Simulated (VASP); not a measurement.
The system is LiTlSe2.

```
CELL_PARAMETERS angstrom
4.31777 0.00000 0.00000
0.00000 4.31777 0.00000
0.00000 0.00000 6.01325
ATOMIC_POSITIONS crystal
Li 0.00000 0.00000 0.00000
Se 0.00000 0.50000 0.22681
Se 0.50000 0.00000 0.77319
Tl 0.50000 0.50000 0.50000
```

- Program: VASP 6.6.1
- Task: relaxation of cell and atoms
- Functional: PBEsol
- Potentials or basis: VASP PAW PBE potentials, release 64 (Li_sv, Se, Tl_d)
- Cutoff: 600 eV
- k mesh: 6 × 6 × 4
- Occupations: fermi-dirac, width 0.02 eV
- Spin: no spin polarisation

At the start: pressure -1.8 GPa; volume 28.03 Å³/atom.

Where does the relaxation end?

Over 11 steps the energy falls by 8.4 meV/atom and the volume is 26.59 Å³/atom (-5.1 %); space group P-4m2 (No. 115, to 0.1 Å) before and after.

The path:
| step | energy change (eV) | largest force (eV/Å) | pressure (GPa) | volume (Å³) |
| --- | --- | --- | --- | --- |
| 1 | 0.0000 | 0.1733 | -1.83 | 112.11 |
| 2 | -0.0325 | 0.0677 | -0.05 | 106.99 |
| 3 | -0.0325 | 0.0694 | -0.05 | 106.95 |
| 4 | -0.0330 | 0.0497 | -0.03 | 106.80 |
| 5 | -0.0334 | 0.0045 | -0.01 | 106.47 |
| 6 | -0.0334 | 0.0046 | 0.00 | 106.45 |
| 7 | -0.0335 | 0.0050 | 0.02 | 106.36 |
| 8 | -0.0335 | 0.0060 | 0.05 | 106.19 |
| 9 | -0.0335 | 0.0055 | 0.03 | 106.29 |
| 10 | -0.0335 | 0.0072 | -0.05 | 106.46 |
| 11 | -0.0335 | 0.0004 | 0.00 | 106.36 |

Final structure:
```cif
data_structure
_symmetry_space_group_name_H-M 'P 1'
_symmetry_Int_Tables_number 1
_cell_length_a 4.2481
_cell_length_b 4.2481
_cell_length_c 5.8938
_cell_angle_alpha 90.000
_cell_angle_beta 90.000
_cell_angle_gamma 90.000
_cell_volume 106.36
loop_
_atom_site_label
_atom_site_type_symbol
_atom_site_fract_x
_atom_site_fract_y
_atom_site_fract_z
_atom_site_occupancy
Li1 Li 0.00000 0.00000 0.00000 1
Se1 Se 0.00000 0.50000 0.22575 1
Se2 Se 0.50000 0.00000 0.77425 1
Tl1 Tl 0.50000 0.50000 0.50000 1
```

Caveat: the cutoff is under 1.25 times the usual one of these potentials, so pressure, stress and relaxed cells hold a basis-set (Pulay) error; the PAW data sets were made with another functional, which shifts forces and pressure a little.
